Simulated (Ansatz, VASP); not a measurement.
**One calculation of GeCN2, two programs**

```
CELL_PARAMETERS angstrom
1.79379 1.03565 4.92196
-1.79379 1.03565 4.92196
0.00000 -2.07129 4.92196
ATOMIC_POSITIONS crystal
Ge 0.00000 0.00000 0.00000
C 0.50000 0.50000 0.50000
N 0.41610 0.41610 0.41610
N 0.58390 0.58390 0.58390
```

Alike in both runs: task relaxation of cell and atoms; functional PBEsol; k mesh 12 × 12 × 12; occupations gaussian, width 0.02 eV; no spin polarisation.

|  | VASP | Ansatz |
| --- | --- | --- |
| version | VASP 6.6.1 | Ansatz 0.2.0 |
| potentials or method | VASP PAW PBE potentials, release 64 (Ge_d, C, N), cutoff 600 eV | scalar-relativistic, plane waves, PAW |
| valence electrons in the cell | 28 | 28 |

|  | VASP | Ansatz | Ansatz less VASP |
| --- | --- | --- | --- |
| gap on the k mesh at the Fermi level, each at its own relaxed structure (eV) | 0.83 | 0.83 | +0.003 |
| relaxed volume (Å³/atom) | 12.95 | 12.99 | +0.042 |
| relaxed length of the cell vector where the two differ most in proportion (Å) | 5.292 | 5.290 | -0.0016 |

VASP's potentials were made for PBE, not for PBEsol.

Noted on VASP's run: the standard files for N, O and F lose accuracy on very short bonds.
